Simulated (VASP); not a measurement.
Input of a VASP 6.6.1 run:

The input INCAR:

```
PREC = Accurate
ENCUT = 520
EDIFF = 1E-8
ISMEAR = 0
SIGMA = 0.01
LREAL = F
LASPH = T
NELM = 80
ALGO = Normal
ISIF = 2
LWAVE = F
LCHARG = F
METAGGA = R2SCAN
LMIXTAU = T
LCALCEPS = T
```

The input KPOINTS:

```
Automatic mesh
0
Gamma
  6 6 6
```

File POSCAR:

```
GaP
1.0
    0.0000000000      2.7253992947      2.7253992947
    2.7253992947      0.0000000000      2.7253992947
    2.7253992947      2.7253992947      0.0000000000
Ga P
1 1
Direct
    0.0000000000      0.0000000000      0.0000000000
    0.2500000000      0.2500000000      0.2500000000
```

Potentials or basis: VASP PAW PBE potentials, release 64 (Ga_d, P).

Run with:

```console
$ cat potpaw_PBE.64/Ga_d/POTCAR potpaw_PBE.64/P/POTCAR > POTCAR
$ mpirun -np 1 vasp_std > vasp.out
```

(1) What does it give for the electronic dielectric tensor (diagonal)?

(2) Estimate the Born charges (mean of the diagonal).

(3) What does it give for the band gap on the k mesh?

Results:

(1) 9.02.

(2) Ga +2.16; P -2.16 e.

(3) 1.91 eV (least direct gap 2.34 eV).
